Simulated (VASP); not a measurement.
Crystal: Sc.

```xyz
1
Lattice="-1.9172 1.9172 1.7176 1.9172 -1.9172 1.7176 1.9172 1.9172 -1.7176" Properties=species:S:1:pos:R:3 pbc="T T T"
Sc    0.0000    0.0000    0.0000
```

```yaml
Program: VASP 6.6.1
Task: relaxation of cell and atoms
Functional: PBE
Dispersion: D4
Potentials_or_basis: VASP PAW PBE potentials, release 64 (Sc_sv)
Cutoff: 600 eV
k_mesh: 10 × 10 × 10
Occupations: fermi-dirac, width 0.05 eV
Spin: no spin polarisation
```

At the start: pressure -2.3 GPa; volume 25.25 Å³/atom.

Q: How do energy, volume and symmetry change on relaxing?

A: Over 11 steps the energy falls by 12.9 meV/atom and the volume is 24.13 Å³/atom (-4.5 %); space group I4/mmm (No. 139, to 0.1 Å) before, Im-3m (No. 229, to 0.1 Å).

The path:
| step | energy change (eV) | largest force (eV/Å) | pressure (GPa) | volume (Å³) |
| --- | --- | --- | --- | --- |
| 1 | 0.0000 | 0.0000 | -2.29 | 25.25 |
| 2 | -0.0092 | 0.0000 | 0.36 | 23.96 |
| 3 | -0.0093 | 0.0000 | 0.14 | 24.07 |
| 4 | -0.0092 | 0.0000 | 0.05 | 24.09 |
| 5 | -0.0099 | 0.0000 | 0.03 | 24.10 |
| 6 | -0.0113 | 0.0000 | 0.01 | 24.11 |
| 7 | -0.0128 | 0.0000 | 0.03 | 24.12 |
| 8 | -0.0129 | 0.0000 | 0.04 | 24.11 |
| 9 | -0.0129 | 0.0000 | 0.08 | 24.10 |
| 10 | -0.0128 | 0.0000 | -0.22 | 24.27 |
| 11 | -0.0129 | 0.0000 | -0.02 | 24.13 |

Final structure:
```
Sc
1.0
    -1.81858    1.81858    1.82369
     1.81858   -1.81858    1.82369
     1.81858    1.81858   -1.82369
Sc
1
Cartesian
  0.0000 0.0000 0.0000
```
